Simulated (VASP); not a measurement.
# LiF (Fm-3m) in VASP: a series of runs

The runs below take LiF through G0W0 quasiparticle levels, dielectric tensor, with PBE, r2SCAN.

Program: VASP 6.6.1. These are calculated values, not measurements. Logs are shortened: lines on timing, memory, paths and dates and some standing lists are left out, and cuts for length are marked.

## (1) The cell of the first run

Symmetry: Fm-3m, No. 225, cubic system. The conventional cell has a = 3.990 Å, b = 3.990 Å, c = 3.990 Å, α = 90.00°, β = 90.00°, γ = 90.00°. Li (site symmetry m-3m) has 6 F at 1.99 Å within 2.6 Å. Within 2.6 Å of F (site symmetry m-3m) lie 6 Li at 1.99 Å.

## (2) G0W0 quasiparticle levels, PBE

File POSCAR:

```
LiF
1.0
    0.0000000000      1.9948717375      1.9948717375
    1.9948717375      0.0000000000      1.9948717375
    1.9948717375      1.9948717375      0.0000000000
Li F
1 1
Direct
    0.0000000000      0.0000000000      0.0000000000
    0.5000000000      0.5000000000      0.5000000000
```

File INCAR.step1:

```
SYSTEM = LiF
PREC = Accurate ; ENCUT = 500
EDIFF = 1E-8 ; ISMEAR = 0
SIGMA = 0.01 ; LREAL = .False.
LASPH = .True. ; NELM = 80
ALGO = Normal ; LWAVE = .True.
LCHARG = .False. ; GGA = PE
```

File INCAR.step2:

```
SYSTEM = LiF
PREC = Accurate ; ENCUT = 500
EDIFF = 1E-8 ; ISMEAR = 0
SIGMA = 0.01 ; LREAL = .False.
LASPH = .True. ; NELM = 1
ALGO = Exact ; LWAVE = .True.
LCHARG = .False. ; GGA = PE
NBANDS = 70 ; LOPTICS = .True.
ISTART = 1
```

File INCAR.step3:

```
SYSTEM = LiF
PREC = Accurate ; ENCUT = 500
EDIFF = 1E-8 ; ISMEAR = 0
SIGMA = 0.01 ; LREAL = .False.
LASPH = .True. ; ALGO = EVGW0
LWAVE = .False. ; LCHARG = .False.
GGA = PE ; NELMGW = 1
NBANDS = 70 ; ENCUTGW = 150.0
NOMEGA = 96 ; PRECFOCK = Fast
ISTART = 1 ; NBANDSGW = 12
OMEGAMAX = 20
```

File KPOINTS:

```
regular mesh
0
Gamma
  6 6 6
  0 0 0
```

Potentials or basis: VASP PAW PBE potentials, release 64 (Li_GW, F_GW).

Command:

```console
$ cat potpaw_PBE.64/Li_GW/POTCAR potpaw_PBE.64/F_GW/POTCAR > POTCAR
$ cp INCAR.step1 INCAR
$ mpirun -np 1 vasp_std > vasp.out
$ cp INCAR.step2 INCAR
$ mpirun -np 1 vasp_std > vasp.out
$ cp INCAR.step3 INCAR
$ mpirun -np 1 vasp_std > vasp.out
```

OUTCAR:

```text
SYSTEM = LiF
   PREC = Accurate
   ENCUT = 500
   EDIFF = 1E-8
   ISMEAR = 0
   LREAL = .False.
   LASPH = .True.
   GGA = PE
   NELMGW = 1
   ENCUTGW = 150.0
   PRECFOCK = Fast
   ISTART = 1

 ion  position               nearest neighbor table
   1  0.000  0.000  0.000-   2 1.99   2 1.99   2 1.99   2 1.99   2 1.99   2 1.99
   2  0.500  0.500  0.500-   1 1.99   1 1.99   1 1.99   1 1.99   1 1.99   1 1.99

  LATTYP: Found a face centered cubic cell.
 ALAT       =     3.9897434750

  Lattice vectors:

 A1 = (   0.0000000000,   1.9948717375,   1.9948717375)
 A2 = (   1.9948717375,   0.0000000000,   1.9948717375)
 A3 = (   1.9948717375,   1.9948717375,   0.0000000000)

Analysis of symmetry for initial positions (statically):
=====================================================================
 Subroutine PRICEL returns:
 Original cell was already a primitive cell.

 Routine SETGRP: Setting up the symmetry group for a
 face centered cubic supercell.

 Subroutine GETGRP returns: Found 48 space group operations
 (whereof 48 operations were pure point group operations)
 out of a pool of 48 trial point group operations.

The static configuration has the point symmetry O_h .

Analysis of symmetry for dynamics (positions and initial velocities):
=====================================================================
 Subroutine PRICEL returns:
 Original cell was already a primitive cell.

 Routine SETGRP: Setting up the symmetry group for a
 face centered cubic supercell.

 Subroutine GETGRP returns: Found 48 space group operations
 (whereof 48 operations were pure point group operations)
 out of a pool of 48 trial point group operations.

The dynamic configuration has the point symmetry O_h .

 Subroutine INISYM returns: Found 48 space group operations
 (whereof 48 operations are pure point group operations),
 and found     1 'primitive' translations

----------------------------------------------------------------------------------------

                                     Primitive cell

  volume of cell :      15.8772

  direct lattice vectors                    reciprocal lattice vectors
     0.000000000  1.994871738  1.994871738    -0.250642681  0.250642681  0.250642681
     1.994871738  0.000000000  1.994871738     0.250642681 -0.250642681  0.250642681
     1.994871738  1.994871738  0.000000000     0.250642681  0.250642681 -0.250642681

  length of vectors
     2.821174666  2.821174666  2.821174666     0.434125858  0.434125858  0.434125858

  position of ions in fractional coordinates (direct lattice)
     0.000000000  0.000000000  0.000000000
     0.500000000  0.500000000  0.500000000

  ion indices of the primitive-cell ions
   primitive index   ion index
                 1           1
                 2           2

----------------------------------------------------------------------------------------

 KPOINTS: regular mesh

Automatic generation of k-mesh.
 Grid dimensions read from file:
 generate k-points for:    6    6    6

 Generating k-lattice:

  Cartesian coordinates                     Fractional coordinates (reciprocal lattice)
    -0.041773780  0.041773780  0.041773780     0.166666667  0.000000000  0.000000000
     0.041773780 -0.041773780  0.041773780     0.000000000  0.166666667  0.000000000
     0.041773780  0.041773780 -0.041773780     0.000000000  0.000000000  0.166666667

  Length of vectors
     0.072354310  0.072354310  0.072354310

  Shift w.r.t. Gamma in fractional coordinates (k-lattice)
     0.000000000  0.000000000  0.000000000

 Subroutine IBZKPT returns following result:
 ===========================================

 Found     16 irreducible k-points:

 Following reciprocal coordinates:
            Coordinates               Weight
  0.000000  0.000000  0.000000      1.000000
  0.166667  0.000000  0.000000      8.000000
  0.333333  0.000000  0.000000      8.000000
  0.500000  0.000000  0.000000      4.000000
  0.166667  0.166667  0.000000      6.000000
  0.333333  0.166667  0.000000     24.000000
[... 8 lines left out ...]
 -0.333333  0.333333  0.166667     24.000000
 -0.333333  0.500000  0.166667     12.000000
   k-points           NKPTS =     16   k-points in BZ     NKDIM =    216   number of bands    NBANDS=     70
   number of dos      NEDOS =    301   number of ions     NIONS =      2
   total plane-waves  NPLWV =  13824
   dimension x,y,z NGX =    24 NGY =   24 NGZ =   24
   dimension x,y,z NGXF=    48 NGYF=   48 NGZF=   48
   ions per type =               1   1
   NGX,Y,Z   is equivalent  to a cutoff of  14.14, 14.14, 14.14 a.u.
   NGXF,Y,Z  is equivalent  to a cutoff of  28.29, 28.29, 28.29 a.u.
 SYSTEM =  LiF
   PREC   = accura    normal or accurate (medium, high low for compatibility)
   ISTART =      1    job   : 0-new  1-cont  2-samecut
   ICHARG =      0    charge: 1-file 2-atom 10-const
   ISPIN  =      1    spin polarized calculation?
   LNONCOLLINEAR =      F non collinear calculations
   LSORBIT =      F    spin-orbit coupling
   LASPH  =      T    aspherical Exc in radial PAW
   ENCUT  =  500.0 eV  36.75 Ry    6.06 a.u.   5.14  5.14  5.14*2*pi/ulx,y,z
   NELM   =     60;   NELMIN=  2; NELMDL=  0     # of ELM steps
   EDIFF  = 0.1E-07   stopping-criterion for ELM
   LREAL  =      F    real-space projection
   EDIFFG = 0.1E-06   stopping-criterion for IOM
   NSW    =      0    number of steps for IOM
   IBRION =     -1    ionic relax: 0-MD 1-quasi-New 2-CG
   NFREE  =      0    steps in history (QN), initial steepest desc. (CG)
   ISIF   =      0    stress and relaxation
   ISYM   =      3    0-nonsym 1-usesym 2-fastsym
   POTIM  = 0.5000    time-step for ionic-motion
   TEBEG  =    0.0;   TEEND  =   0.0 temperature during run
   PSTRESS=    0.0 pullay stress
   NELECT =       8.0000    total number of electrons
   NUPDOWN=      -1.0000    fix difference up-down
   EMIN   =  10.00;   EMAX   =-10.00  energy-range for DOS
   EFERMI =   0.00;   METHOD = LEGACY
   ISMEAR =     0;   SIGMA  =   0.01  broadening in eV -4-tet -1-fermi 0-gaus
   EFERMI_NEDOS =   21; number of points for ismear=-14 and -15
   IALGO  =     38    algorithm
   IMIX   =      4    mixing-type and parameters
     AMIX     =   0.40;   BMIX     =  1.00
     AMIX_MAG =   1.60;   BMIX_MAG =  1.00
  volume/ion in A,a.u.               =       7.94        53.57
  Fermi-wavevector in a.u.,A,eV,Ry     =   1.302706  2.461758 23.089682  1.697044
  Thomas-Fermi vector in A             =   2.433757
   LORBIT       =      0    0 simple, 1 ext, 2 COOP (PROOUT), +10 PAW based schemes
   GGA     = PE    functional components
   LHFCALC =     T    Hartree Fock is set to
   PRECFOCK=fast      Normal, Fast or Accurate (Low or Medium for compatibility)
   ENCUT4O =  -1.0   cutoff for four orbital integrals eV
   NKREDX  =     1    reduce k-point grid by
   NKREDY  =     1    reduce k-point grid by
   NKREDZ  =     1    reduce k-point grid by
   AEXX    =    1.0000 exact exchange contribution
   HFSCREEN=    0.0000 screening length (either q_TF or 0.3 A-1)
   HFSCREENC=   0.0000 screening length for correlation (either q_TF or 0.3 A-1)
   ENCUTFOCK=  -1.0 apply spherical cutoff to Coloumb kernel
   IVDW    =     0    specifies the selected vdW correction
   LEPSILON=     F    determine dielectric tensor
   LRPA    =     F    only Hartree local field effects (RPA)
   LRPAFORCE           =     F    calculate RPA forces
   ENCUTGW             = 150.0    cutoff for response function in eV
   ENCUTGWSOFT         = 120.0    soft cutoff for Coulomb kernel in GW response function in eV
   ENCUTLF             =  -1.0    cutoff for local field effects
   NELMGW              =     1    number of iterations in solving QP/BSE equation
   NELMHF              =     1    number of iterations in the inner HF iteration
   NKREDLFX            =     1    NKREDLFY  =   1   NKREDLFZ  =   1
 non-spin polarized calculation
 Gauss-broadening in eV      SIGMA  =   0.01
  energy-cutoff  :      500.00
  volume of cell :       15.88
 maximum number of plane-waves:       419
 NGX is ok and might be reduce to    24
  NGX = 12; NGY = 12; NGZ = 12
   NGX = 11   NGY = 11   NGZ = 11
 maximum number of plane-waves:        72

 QP shifts <psi_nk| G(iteration)W_0 |psi_nk>: iteration 1
 for sc-GW calculations column KS-energies equals QP-energies in previous step
 and V_xc(KS)=  KS-energies - (<T + V_ion + V_H > + <T+V_H+V_ion>^1  + <V_x>^1)

 k-point   1 :       0.0000    0.0000    0.0000
  band No.  KS-energies  QP-energies   sigma(KS)   V_xc(KS)     V^pw_x(r,r')   Z            occupation Imag(sigma)

      1     -23.2013     -27.2365     -27.6213     -22.2940     -36.5050       0.7575       2.0000       0.9759
      2      -3.0932      -5.7214     -26.1453     -22.9322     -30.7126       0.8179       2.0000       0.0425
      3      -3.0932      -5.7214     -26.1453     -22.9322     -30.7126       0.8179       2.0000       0.0425
      4      -3.0932      -5.7214     -26.1453     -22.9322     -30.7126       0.8179       2.0000       0.0425
      5       6.2174       7.9150      -8.5995     -10.5129      -5.5192       0.8872       0.0000      -0.0469
      6      21.2304      23.7883      -5.5288      -8.5003      -1.5829       0.8608       0.0000      -0.0948
      7      21.2304      23.7883      -5.5288      -8.5003      -1.5829       0.8608       0.0000      -0.0948
      8      21.2304      23.7883      -5.5288      -8.5003      -1.5829       0.8608       0.0000      -0.0948
      9      21.5198      23.2502      -6.4934      -8.4852      -2.6606       0.8687       0.0000      -0.1128
     10      21.5198      23.2502      -6.4934      -8.4852      -2.6606       0.8687       0.0000      -0.1128
     11      21.5198      23.2502      -6.4934      -8.4852      -2.6606       0.8687       0.0000      -0.1128
     12      24.7228      25.5890      -5.6541      -6.7085      -1.0960       0.8215       0.0000      -0.4686

 k-point   2 :       0.1667    0.0000    0.0000
  band No.  KS-energies  QP-energies   sigma(KS)   V_xc(KS)     V^pw_x(r,r')   Z            occupation Imag(sigma)
[... 225 lines left out ...]
      1     -22.4322     -26.3486     -28.6466     -23.2947     -37.3995       0.7318       2.0000       0.8132
      2      -5.7678      -8.8536     -22.7228     -18.8958     -27.0733       0.8063       2.0000       0.0474
      3      -4.7267      -7.6642     -24.0136     -20.3926     -28.4477       0.8112       2.0000       0.0450
      4      -3.9802      -6.8099     -25.1286     -21.6534     -29.6570       0.8143       2.0000       0.0439
      5      12.0462      14.5709     -10.6609     -13.5856      -7.4980       0.8632       0.0000      -0.0445
      6      12.5445      14.6506      -8.5824     -10.9915      -5.3104       0.8742       0.0000      -0.0430
      7      14.6235      16.7706      -6.5461      -8.9962      -2.9643       0.8763       0.0000      -0.0459
      8      16.7242      19.0838      -7.6967     -10.4344      -4.0507       0.8619       0.0000      -0.0519
      9      21.2145      23.2862      -6.5463      -8.9848      -2.5417       0.8496       0.0000      -0.1110
     10      29.0295      30.9692      -6.1172      -8.3345      -1.7597       0.8748       0.0000      -0.5128
     11      31.4394      34.4364      -8.2948     -11.4259      -3.8136       0.9572       0.0000      -0.9682
     12      35.5877      38.6591      -8.5081     -11.9130      -3.9142       0.9021       0.0000      -1.0284
```

Wall time 1.9 min (1 thread of Intel Xeon Platinum 8375C at 2.90GHz (Ice Lake), shared host); peak memory 0.29 GiB.

What came out:

```yaml
Quasiparticle_gap: 13.64 eV
Least_direct_quasiparticle_gap: 13.64 eV
Band_gap_of_the_starting_levels_on_the_mesh: 9.31 eV
Least_direct_gap_of_the_starting_levels_on_the_mesh: 9.31 eV
```

Caveat: the k points lie up to 0.45 Å⁻¹ apart; the cutoff is under 1.25 times the usual one of these potentials, so pressure, stress and relaxed cells hold a basis-set (Pulay) error; bands, screening cutoff and mesh are small and nothing is extrapolated, so the quasiparticle values aren't converged.

## (3) Dielectric tensor, r2SCAN (strain +1.0%)

File INCAR:

```
  PREC = Accurate
  ENCUT = 720
  EDIFF = 1E-8
  ISMEAR = 0
  SIGMA = 0.01
  LREAL = F
  LASPH = T
  NELM = 120
  ALGO = Normal
  ISIF = 2
  LWAVE = F
  LCHARG = F
  METAGGA = R2SCAN
  LMIXTAU = T
  LCALCEPS = T
  GGA_COMPAT = F
```

File KPOINTS:

```
regular mesh
0
Gamma
  10 10 10
```

File POSCAR:

```
LiF
1.0
    0.0000000000      2.0148204549      2.0148204549
    2.0148204549      0.0000000000      2.0148204549
    2.0148204549      2.0148204549      0.0000000000
Li F
1 1
Direct
    0.0000000000      0.0000000000      0.0000000000
    0.5000000000      0.5000000000      0.5000000000
```

Potentials or basis: VASP PAW PBE potentials, release 64 (Li_sv, F).

Command:

```console
$ cat potpaw_PBE.64/Li_sv/POTCAR potpaw_PBE.64/F/POTCAR > POTCAR
$ mpirun -np 1 vasp_std > vasp.out
```

OUTCAR:

```text
PREC = Accurate
   ENCUT = 720
   EDIFF = 1E-8
   ISMEAR = 0
   LREAL = F
   LASPH = T
   NELM = 120
   ISIF = 2
   METAGGA = R2SCAN

 ion  position               nearest neighbor table
   1  0.000  0.000  0.000-   2 2.01   2 2.01   2 2.01   2 2.01   2 2.01   2 2.01
   2  0.500  0.500  0.500-   1 2.01   1 2.01   1 2.01   1 2.01   1 2.01   1 2.01

  LATTYP: Found a face centered cubic cell.
 ALAT       =     4.0296409098

  Lattice vectors:

 A1 = (   0.0000000000,   2.0148204549,   2.0148204549)
 A2 = (   2.0148204549,   0.0000000000,   2.0148204549)
 A3 = (   2.0148204549,   2.0148204549,   0.0000000000)

Analysis of symmetry for initial positions (statically):
=====================================================================
 Subroutine PRICEL returns:
 Original cell was already a primitive cell.

 Routine SETGRP: Setting up the symmetry group for a
 face centered cubic supercell.

[... 486 lines left out ...]
  y     0.00000     0.00000     0.00000     0.00000     0.00000     0.00000
  z     0.00000     0.00000     0.00000     0.00000     0.00000     0.00000

 PIEZOELECTRIC TENSOR (including local field effects) (C/m^2)
          XX          YY          ZZ          XY          YZ          ZX
  --------------------------------------------------------------------------------
  x     0.00000     0.00000     0.00000     0.00000     0.00000     0.00000
  y     0.00000     0.00000     0.00000     0.00000     0.00000     0.00000
  z     0.00000     0.00000     0.00000     0.00000     0.00000     0.00000

 BORN EFFECTIVE CHARGES (including local field effects) (in |e|, cummulative output)
 ---------------------------------------------------------------------------------
 ion    1
    1     1.06289     0.00000     0.00000
    2    -0.00000     1.06289    -0.00000
    3    -0.00000    -0.00000     1.06289
 ion    2
    1    -1.06289     0.00000     0.00000
    2     0.00000    -1.06289     0.00000
    3     0.00000     0.00000    -1.06289

  FORCE on cell =-STRESS in cart. coord.  units (eV):
  Direction    XX          YY          ZZ          XY          YZ          ZX
  --------------------------------------------------------------------------------------
  -------------------------------------------------------------------------------------
  Total       -0.3030294     -0.3030294     -0.3030294      0.0000000      0.0000000      0.0000000
  in kB      -29.6794786    -29.6794786    -29.6794786      0.0000000      0.0000000      0.0000000
  external PRESSURE =     -29.6794786 kB  Pullay stress =       0.0000000 kB

 VOLUME and BASIS-vectors are now :
 -----------------------------------------------------------------------------
  energy-cutoff  :      720.00
  volume of cell :       16.36
      direct lattice vectors                 reciprocal lattice vectors
     0.000000000  2.014820455  2.014820455    -0.248161070  0.248161070  0.248161070
     2.014820455  0.000000000  2.014820455     0.248161070 -0.248161070  0.248161070
     2.014820455  2.014820455  0.000000000     0.248161070  0.248161070 -0.248161070

 POSITION                                       TOTAL-FORCE (eV/Angst)
 -----------------------------------------------------------------------------------
      0.00000      0.00000      0.00000        -0.000000     -0.000000     -0.000000
      2.01482      2.01482      2.01482         0.000000      0.000000      0.000000
 -----------------------------------------------------------------------------------
    total drift:                                0.000000      0.000000      0.000000

  FREE ENERGIE OF THE ION-ELECTRON SYSTEM (eV)
  ---------------------------------------------------
  free  energy   TOTEN  =       -11.9049674439 eV

  energy  without entropy=      -11.9049674439  energy(sigma->0) =      -11.90496744
```

stdout:

```text
POSCAR found type information on POSCAR LiF
 POSCAR found :  2 types and       2 ions
 scaLAPACK will be used
 -----------------------------------------------------------------------------
|                                                                             |
[... 86 lines left out ...]
dp_tot=( -0.890E-07 -0.963E-07  0.842E-03 )  diag[e(oo)]=(    ---      ---    1.93174 )
 p_tot=( -0.141E+02 -0.141E+02 -0.141E+02 )
dp_tot=( -0.926E-07 -0.100E-06  0.872E-03 )  diag[e(oo)]=(    ---      ---    1.96485 )
 p_tot=( -0.141E+02 -0.141E+02 -0.141E+02 )
dp_tot=( -0.946E-07 -0.102E-06  0.889E-03 )  diag[e(oo)]=(    ---      ---    1.98385 )
 final diagonalization full
 p_tot=( -0.141E+02 -0.141E+02 -0.141E+02 )
dp_tot=( -0.948E-07 -0.103E-06  0.891E-03 )  diag[e(oo)]=(    ---      ---    1.98603 )
```

It took 43 min on 1 thread of AMD EPYC 9R45 (Zen 5), shared host; peak memory 0.4 GiB.

What came out:

```
Band gap on the k mesh                  : 10.25 eV
Electronic dielectric tensor (diagonal) : 1.99
Born charges (mean of the diagonal)     : Li +1.06; F -1.06 e
```

Levels at points of the mesh, in eV from the valence-band top:
```
           k point  band 2  band 3  band 4  band 5  band 6  band 7  band 8  band 9
(0.00, 0.00, 0.00)  -21.09    0.00    0.00    0.00   10.25   25.48   25.48   25.48
(0.50, 0.00, 0.00)  -20.68   -2.49   -0.24   -0.24   11.83   18.11   20.41   20.41
(0.50, 0.50, 0.00)  -20.42   -2.99   -1.00   -1.00   16.04   17.45   19.08   21.89
```

Electronic dielectric tensor:
```
1.99 0.00 0.00
0.00 1.99 0.00
0.00 0.00 1.99
```

Born effective charge tensors (e):
atom 1, Li
```
1.06 0.00 0.00
0.00 1.06 0.00
0.00 0.00 1.06
```
atom 2, F
```
-1.06  0.00  0.00
 0.00 -1.06  0.00
 0.00  0.00 -1.06
```

Dipole moments of the cell (e·Å, modulo the quantum): ionic -14.104, -14.104, -14.104; electronic 0.000, 0.000, 0.001

Caveat: the cell differs from its parent crystal (strain +1.0%); the PAW data sets were made with another functional, which shifts forces and pressure a little.

(Part 1 of 2 ends here.)
